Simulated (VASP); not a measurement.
# GaCo (Pm-3m) in VASP: a series of runs, part 2 of 2

VASP 6.6.1. Earlier steps stand in the parts before.

## 3. Single point, LDA, collinear spin, ferromagnetic start

File INCAR:

```
SYSTEM = GaCo
ALGO = Normal
EDIFF = 1E-7
ENCUT = 520
GGA = CA
ISIF = 2
ISMEAR = -1
ISPIN = 2
LASPH = .True.
LCHARG = .True.
LELF = .True.
LMAXMIX = 4
LORBIT = 11
LREAL = .False.
LVHAR = .True.
LWAVE = .False.
MAGMOM = 0 1
NBANDS = 22
NELM = 150
NUPDOWN = 1.0
PREC = Accurate
SIGMA = 0.08
```

File KPOINTS:

```
k-points
0
Gamma
  11 11 11
  0 0 0
```

File POSCAR:

```
GaCo
1.0
    2.8780000000      0.0000000000      0.0000000000
    0.0000000000      2.8780000000      0.0000000000
    0.0000000000      0.0000000000      2.8780000000
Ga Co
1 1
Direct
    0.5000000000      0.5000000000      0.5000000000
    0.0000000000      0.0000000000      0.0000000000
```

Potentials or basis: VASP PAW LDA potentials, release 64 (Ga_d, Co).

The run is started by

```
cat potpaw_LDA.64/Ga_d/POTCAR potpaw_LDA.64/Co/POTCAR > POTCAR
mpirun -np 1 vasp_std > vasp.out
```

OUTCAR:

```text
SYSTEM = GaCo
   EDIFF = 1E-7
   ENCUT = 520
   GGA = CA
   ISIF = 2
   ISMEAR = -1
   ISPIN = 2
   LASPH = .True.
   LORBIT = 11
   LREAL = .False.
   NELM = 150
   NUPDOWN = 1.0
   PREC = Accurate

 ion  position               nearest neighbor table
   1  0.500  0.500  0.500-   2 2.49   2 2.49   2 2.49   2 2.49   2 2.49   2 2.49   2 2.49   2 2.49

   2  0.000  0.000  0.000-   1 2.49   1 2.49   1 2.49   1 2.49   1 2.49   1 2.49   1 2.49   1 2.49

  LATTYP: Found a simple cubic cell.
 ALAT       =     2.8780000000

  Lattice vectors:

 A1 = (   2.8780000000,   0.0000000000,   0.0000000000)
 A2 = (   0.0000000000,   2.8780000000,   0.0000000000)
 A3 = (   0.0000000000,   0.0000000000,   2.8780000000)

Analysis of symmetry for initial positions (statically):
=====================================================================
 Subroutine PRICEL returns:
 Original cell was already a primitive cell.

 Routine SETGRP: Setting up the symmetry group for a
 simple cubic supercell.

 Subroutine GETGRP returns: Found 48 space group operations
 (whereof 48 operations were pure point group operations)
 out of a pool of 48 trial point group operations.

The static configuration has the point symmetry O_h .

Analysis of symmetry for dynamics (positions and initial velocities):
=====================================================================
 Subroutine PRICEL returns:
 Original cell was already a primitive cell.

 Routine SETGRP: Setting up the symmetry group for a
 simple cubic supercell.

 Subroutine GETGRP returns: Found 48 space group operations
 (whereof 48 operations were pure point group operations)
 out of a pool of 48 trial point group operations.

The dynamic configuration has the point symmetry O_h .

Analysis of structural, dynamic, and magnetic symmetry:
=====================================================================
 Subroutine PRICEL returns:
 Original cell was already a primitive cell.

 Routine SETGRP: Setting up the symmetry group for a
 simple cubic supercell.

 Subroutine GETGRP returns: Found 48 space group operations
 (whereof 48 operations were pure point group operations)
 out of a pool of 48 trial point group operations.

The overall configuration has the point symmetry O_h .

 Subroutine INISYM returns: Found 48 space group operations
 (whereof 48 operations are pure point group operations),
 and found     1 'primitive' translations

----------------------------------------------------------------------------------------

                                     Primitive cell

  volume of cell :      23.8381

  direct lattice vectors                    reciprocal lattice vectors
     2.878000000  0.000000000  0.000000000     0.347463516  0.000000000  0.000000000
     0.000000000  2.878000000  0.000000000     0.000000000  0.347463516  0.000000000
     0.000000000  0.000000000  2.878000000     0.000000000  0.000000000  0.347463516

  length of vectors
     2.878000000  2.878000000  2.878000000     0.347463516  0.347463516  0.347463516

  position of ions in fractional coordinates (direct lattice)
     0.500000000  0.500000000  0.500000000
     0.000000000  0.000000000  0.000000000

  ion indices of the primitive-cell ions
   primitive index   ion index
                 1           1
                 2           2

[... 64 lines left out ...]
   ICHARG =      2    charge: 1-file 2-atom 10-const
   ISPIN  =      2    spin polarized calculation?
   LNONCOLLINEAR =      F non collinear calculations
   LSORBIT =      F    spin-orbit coupling
   LASPH  =      T    aspherical Exc in radial PAW
   ENCUT  =  520.0 eV  38.22 Ry    6.18 a.u.   5.35  5.35  5.35*2*pi/ulx,y,z
   NELM   =    150;   NELMIN=  2; NELMDL= -5     # of ELM steps
   EDIFF  = 0.1E-06   stopping-criterion for ELM
   LREAL  =      F    real-space projection
   EDIFFG = 0.1E-05   stopping-criterion for IOM
   NSW    =      0    number of steps for IOM
   IBRION =     -1    ionic relax: 0-MD 1-quasi-New 2-CG
   NFREE  =      0    steps in history (QN), initial steepest desc. (CG)
   ISIF   =      2    stress and relaxation
   ISYM   =      2    0-nonsym 1-usesym 2-fastsym
   POTIM  = 0.5000    time-step for ionic-motion
   TEBEG  =    0.0;   TEEND  =   0.0 temperature during run
   PSTRESS=    0.0 pullay stress
   NELECT =      22.0000    total number of electrons
   NUPDOWN=       1.0000    fix difference up-down
   EMIN   =  10.00;   EMAX   =-10.00  energy-range for DOS
   EFERMI =   0.00;   METHOD = LEGACY
   ISMEAR =    -1;   SIGMA  =   0.08  broadening in eV -4-tet -1-fermi 0-gaus
   EFERMI_NEDOS =   21; number of points for ismear=-14 and -15
   IALGO  =     38    algorithm
   IMIX   =      4    mixing-type and parameters
     AMIX     =   0.40;   BMIX     =  1.00
     AMIX_MAG =   1.60;   BMIX_MAG =  1.00
  volume/ion in A,a.u.               =      11.92        80.43
  Fermi-wavevector in a.u.,A,eV,Ry     =   1.593890  3.012015 34.565389  2.540484
  Thomas-Fermi vector in A             =   2.692049
   LORBIT       =     11    0 simple, 1 ext, 2 COOP (PROOUT), +10 PAW based schemes
   GGA     = CA    functional components
   LHFCALC =     F    Hartree Fock is set to
   AEXX    =    0.0000 exact exchange contribution
   IVDW    =     0    specifies the selected vdW correction
   LEPSILON=     F    determine dielectric tensor
   LRPA    =     F    only Hartree local field effects (RPA)
 spin polarized calculation
  energy-cutoff  :      520.00
  volume of cell :       23.84
 maximum number of plane-waves:       659
 NGX is ok and might be reduce to    24
   NGX = 11   NGY = 11   NGZ = 11

 number of electron      22.0000018 magnetization       1.0000001

 Free energy of the ion-electron system (eV)
  ---------------------------------------------------
  ext. energy  EPLUGINS =         0.00000000
  ---------------------------------------------------
  free energy    TOTEN  =       -12.28720365 eV

  energy without entropy =      -12.24594483  energy(sigma->0) =      -12.26657424

 E-fermi :   9.0340     XC(G=0): -13.5401

 val. band max:        9.6871206299   @ k =   0.3636   0.2727   0.0909
 cond. band min:       9.0520390682   @ k =   0.1818   0.0909   0.0000
 fundamental gap:     -0.6350815617
 Fermi energy:         9.7859778445

 spin component 1

 k-point     1 :       0.0000    0.0000    0.0000
  band No.  band energies     occupation
      1      -5.6740      1.00000
      2      -5.6740      1.00000
      3      -5.3328      1.00000
      4      -5.3328      1.00000
      5      -5.3328      1.00000
      6      -2.5701      1.00000
[... 589 lines left out ...]
     21      30.1635      0.00000
     22      32.4570      0.00000

 [... further k-points ...]

 spin component 2

 k-point     1 :       0.0000    0.0000    0.0000
  band No.  band energies     occupation
      1      -5.6733      1.00000
      2      -5.6733      1.00000
      3      -5.3299      1.00000
      4      -5.3299      1.00000
      5      -5.3299      1.00000
      6      -2.4988      1.00000
[... 589 lines left out ...]
     21      30.3158      0.00000
     22      32.6027      0.00000

 [... further k-points ...]

------------------------ aborting loop because EDIFF is reached ----------------------------------------

  FORCE on cell =-STRESS in cart. coord.  units (eV):
  Direction    XX          YY          ZZ          XY          YZ          ZX
  --------------------------------------------------------------------------------------
  -------------------------------------------------------------------------------------
  Total       -1.2364768     -1.2364768     -1.2364768      0.0000000      0.0000000     -0.0000000
  in kB      -83.1044320    -83.1044320    -83.1044320      0.0000000      0.0000000     -0.0000000
  external PRESSURE =     -83.1044320 kB  Pullay stress =       0.0000000 kB

 VOLUME and BASIS-vectors are now :
 -----------------------------------------------------------------------------
  energy-cutoff  :      520.00
  volume of cell :       23.84
      direct lattice vectors                 reciprocal lattice vectors
     2.878000000  0.000000000  0.000000000     0.347463516  0.000000000  0.000000000
     0.000000000  2.878000000  0.000000000     0.000000000  0.347463516  0.000000000
     0.000000000  0.000000000  2.878000000     0.000000000  0.000000000  0.347463516

 POSITION                                       TOTAL-FORCE (eV/Angst)
 -----------------------------------------------------------------------------------
      1.43900      1.43900      1.43900         0.000000      0.000000      0.000000
      0.00000      0.00000      0.00000         0.000000      0.000000      0.000000
 -----------------------------------------------------------------------------------
    total drift:                                0.000000      0.000000     -0.000000

  FREE ENERGIE OF THE ION-ELECTRON SYSTEM (eV)
  ---------------------------------------------------
  free  energy   TOTEN  =       -12.2872036496 eV

  energy  without entropy=      -12.2459448314  energy(sigma->0) =      -12.26657424

 total charge

# of ion       s       p       d       tot
------------------------------------------
    1        0.860   0.908  10.046  11.814
    2        0.403   0.455   7.491   8.349
--------------------------------------------------
tot          1.263   1.363  17.537  20.163

 magnetization (x)

# of ion       s       p       d       tot
------------------------------------------
    1       -0.006   0.000   0.002  -0.003
    2        0.015   0.019   0.954   0.988
--------------------------------------------------
tot          0.009   0.019   0.957   0.985
```

OSZICAR:

```text
N       E                     dE             d eps       ncg     rms          rms(c)
DAV:   1     0.114760516801E+03    0.11476E+03   -0.93984E+03  5654   0.174E+03
DAV:   2    -0.359292497320E+01   -0.11835E+03   -0.11078E+03  5018   0.317E+02
DAV:   3    -0.131540992029E+02   -0.95612E+01   -0.94083E+01  5594   0.775E+01
DAV:   4    -0.133155616909E+02   -0.16146E+00   -0.16134E+00  5776   0.102E+01
DAV:   5    -0.133213474997E+02   -0.57858E-02   -0.57854E-02  6786   0.174E+00    0.984E+00
DAV:   6    -0.140892655736E+02   -0.76792E+00   -0.15925E+01  5800   0.444E+01    0.113E+01
DAV:   7    -0.123205693060E+02    0.17687E+01   -0.55392E+00  5774   0.317E+01    0.212E+00
DAV:   8    -0.122982840633E+02    0.22285E-01   -0.81465E-02  6602   0.228E+00    0.130E+00
DAV:   9    -0.122892596402E+02    0.90244E-02   -0.72375E-03  7020   0.880E-01    0.321E-01
DAV:  10    -0.122872988063E+02    0.19608E-02   -0.18429E-03  8092   0.505E-01    0.545E-02
DAV:  11    -0.122872072321E+02    0.91574E-04   -0.75048E-05  6424   0.106E-01    0.394E-02
DAV:  12    -0.122872057516E+02    0.14805E-05   -0.66932E-06  5820   0.245E-02    0.172E-02
DAV:  13    -0.122872038977E+02    0.18539E-05   -0.13900E-06  7080   0.113E-02    0.313E-03
DAV:  14    -0.122872036600E+02    0.23769E-06   -0.14641E-07  3684   0.523E-03    0.108E-03
DAV:  15    -0.122872036496E+02    0.10467E-07   -0.16253E-08  3220   0.127E-03
   1 F= -.12287204E+02 E0= -.12266574E+02  d E =-.412588E-01  mag=     1.0000
```

stdout:

```text
POSCAR found type information on POSCAR GaCo
 POSCAR found :  2 types and       2 ions
 scaLAPACK will be used
 LDA part: xc-table for (Slater(with rela. corr.)+CA(PZ))
 , standard interpolation
 POSCAR, INCAR and KPOINTS ok, starting setup
 FFT: planning ... GRIDC
 FFT: planning ... GRID_SOFT
 FFT: planning ... GRID
 WAVECAR not read
 entering main loop
```

It took 78 s on 1 thread of Intel Xeon 8259CL, shared host; peak memory 0.17 GiB.

What came out:

| Item | Value |
| --- | --- |
| Free energy | -12.2872 eV |
| Pressure | -8.3 GPa |
| Net moment | 1.00 μB per cell |
| Site moments | Ga -0.00; Co +0.99 μB |
| Valence electrons inside the program's atomic spheres | Ga 11.81; Co 8.35 |

Caveat: the cell stands under tension; the total moment is fixed, so each spin has its own Fermi level and the state may be an excited one.

## 4. Single point, LDA, collinear spin, ferromagnetic start

File INCAR:

```
  PREC = Accurate
  ENCUT = 520
  EDIFF = 1E-6
  ISMEAR = -1
  SIGMA = 0.08
  LREAL = F
  LASPH = T
  NELM = 150
  ALGO = Normal
  ISIF = 2
  LWAVE = F
  LCHARG = T
  ISPIN = 2
  MAGMOM = 0 1.4
  LORBIT = 11
  NUPDOWN = 1.4
  LMAXMIX = 4
  LELF = T
  LVHAR = T
  NBANDS = 22
```

File KPOINTS:

```
regular mesh
0
Gamma
  11 11 11
```

POSCAR is that of step 3.

Potentials or basis: VASP PAW LDA potentials, release 64 (Ga_d, Co).

The run is started by

```
cat potpaw_LDA.64/Ga_d/POTCAR potpaw_LDA.64/Co/POTCAR > POTCAR
mpirun -np 1 vasp_std > vasp.out
```

OUTCAR:

```text
PREC = Accurate
   ENCUT = 520
   EDIFF = 1E-6
   ISMEAR = -1
   LREAL = F
   LASPH = T
   NELM = 150
   ISIF = 2
   ISPIN = 2
   LORBIT = 11
   NUPDOWN = 1.4

 ion  position               nearest neighbor table
   1  0.500  0.500  0.500-   2 2.49   2 2.49   2 2.49   2 2.49   2 2.49   2 2.49   2 2.49   2 2.49

   2  0.000  0.000  0.000-   1 2.49   1 2.49   1 2.49   1 2.49   1 2.49   1 2.49   1 2.49   1 2.49

  LATTYP: Found a simple cubic cell.
 ALAT       =     2.8780000000

  Lattice vectors:

 A1 = (   2.8780000000,   0.0000000000,   0.0000000000)
 A2 = (   0.0000000000,   2.8780000000,   0.0000000000)
 A3 = (   0.0000000000,   0.0000000000,   2.8780000000)

Analysis of symmetry for initial positions (statically):
=====================================================================
 Subroutine PRICEL returns:
 Original cell was already a primitive cell.

 Routine SETGRP: Setting up the symmetry group for a
 simple cubic supercell.

[... 797 lines left out ...]
      3      -5.2501      1.00000
      4      -5.2501      1.00000
      5      -5.2501      1.00000
      6      -2.4507      1.00000
[... 589 lines left out ...]
     21      30.3554      0.00000
     22      32.6458      0.00000

 [... further k-points ...]

------------------------ aborting loop because EDIFF is reached ----------------------------------------

  FORCE on cell =-STRESS in cart. coord.  units (eV):
  Direction    XX          YY          ZZ          XY          YZ          ZX
  --------------------------------------------------------------------------------------
  -------------------------------------------------------------------------------------
  Total       -0.6868669     -0.6868669     -0.6868669      0.0000000      0.0000000      0.0000000
  in kB      -46.1647812    -46.1647812    -46.1647812      0.0000000      0.0000000      0.0000000
  external PRESSURE =     -46.1647812 kB  Pullay stress =       0.0000000 kB

 VOLUME and BASIS-vectors are now :
 -----------------------------------------------------------------------------
  energy-cutoff  :      520.00
  volume of cell :       23.84
      direct lattice vectors                 reciprocal lattice vectors
     2.878000000  0.000000000  0.000000000     0.347463516  0.000000000  0.000000000
     0.000000000  2.878000000  0.000000000     0.000000000  0.347463516  0.000000000
     0.000000000  0.000000000  2.878000000     0.000000000  0.000000000  0.347463516

 POSITION                                       TOTAL-FORCE (eV/Angst)
 -----------------------------------------------------------------------------------
      1.43900      1.43900      1.43900         0.000000      0.000000      0.000000
      0.00000      0.00000      0.00000         0.000000      0.000000      0.000000
 -----------------------------------------------------------------------------------
    total drift:                                0.000000      0.000000     -0.000000

  FREE ENERGIE OF THE ION-ELECTRON SYSTEM (eV)
  ---------------------------------------------------
  free  energy   TOTEN  =       -12.0810112630 eV

  energy  without entropy=      -12.0320366327  energy(sigma->0) =      -12.05652395

 total charge

# of ion       s       p       d       tot
------------------------------------------
    1        0.867   0.918  10.043  11.829
    2        0.409   0.469   7.448   8.327
--------------------------------------------------
tot          1.277   1.387  17.492  20.156

 magnetization (x)

# of ion       s       p       d       tot
------------------------------------------
    1        0.005   0.019   0.009   0.033
    2        0.023   0.039   1.263   1.325
--------------------------------------------------
tot          0.028   0.059   1.272   1.358
```

stdout:

```text
POSCAR found type information on POSCAR GaCo
 POSCAR found :  2 types and       2 ions
 scaLAPACK will be used
 LDA part: xc-table for (Slater(with rela. corr.)+CA(PZ))
 , standard interpolation
 POSCAR, INCAR and KPOINTS ok, starting setup
 FFT: planning ... GRIDC
 FFT: planning ... GRID_SOFT
 FFT: planning ... GRID
 WAVECAR not read
 entering main loop
```

It took 69 s on 1 thread of Intel Xeon 8259CL, shared host; peak memory 0.17 GiB.

What came out:

| Property | Result |
| --- | --- |
| Free energy | -12.0810 eV |
| Pressure | -4.6 GPa |
| Net moment | 1.40 μB per cell |
| Site moments | Ga +0.03; Co +1.32 μB |
| Valence electrons inside the program's atomic spheres | Ga 11.83; Co 8.33 |

Caveat: the cell stands under tension; the total moment is fixed, so each spin has its own Fermi level and the state may be an excited one.

## 5. Single point, LDA, collinear spin, ferromagnetic start

File INCAR:

```
SYSTEM = GaCo
PREC = Accurate
ENCUT = 520
EDIFF = 1E-6
ISMEAR = -1
SIGMA = 0.08
LREAL = .FALSE.
LASPH = .TRUE.
NELM = 150
ALGO = Normal
ISIF = 2
LWAVE = .FALSE.
LCHARG = .TRUE.
ISPIN = 2
MAGMOM = 0 1.4
LORBIT = 11
NUPDOWN = 1.4
LMAXMIX = 4
LELF = .TRUE.
LVHAR = .TRUE.
NBANDS = 22
```

File KPOINTS:

```
regular mesh
0
G
  11 11 11
  0 0 0
```

POSCAR is that of step 4.

The run is started by

```
cat potpaw_LDA.64/Ga_d/POTCAR potpaw_LDA.64/Co/POTCAR > POTCAR
mpirun -np 1 vasp_std > vasp.out
```

Run time: 70 s. Hardware: 1 thread of Intel Xeon 8259CL, shared host; peak memory 0.17 GiB.

The run converged. Its results:

```yaml
Free_energy: -12.0810 eV
Pressure: -4.6 GPa
Net_moment: 1.40 μB per cell
Site_moments: Ga +0.03; Co +1.32 μB
Valence_electrons_inside_the_program's_atomic_spheres: Ga 11.83; Co 8.33
```

Caveat: the cell stands under tension; the total moment is fixed, so each spin has its own Fermi level and the state may be an excited one.

## 6. Summary

| fixed moment (μB) | pressure (GPa) | moment (μB) |
| --- | --- | --- |
| 0.5 | -11.5 | 0.50 |
| 1.0 | -8.3 | 1.00 |
| 1.4 | -4.6 | 1.40 |

Alike in all rows: task single point; level LDA; potentials or basis VASP PAW LDA potentials, release 64 (Ga_d, Co); spin collinear, ferromagnetic start; cell as given; k mesh 11 × 11 × 11; cutoff (eV) 520; smearing fermi-dirac 0.08 eV.

Caveats: the cell stands under tension; the total moment is fixed, so each spin has its own Fermi level and the state may be an excited one.

Total energies depend on the potentials used, so only differences within one code and one set of settings carry meaning.
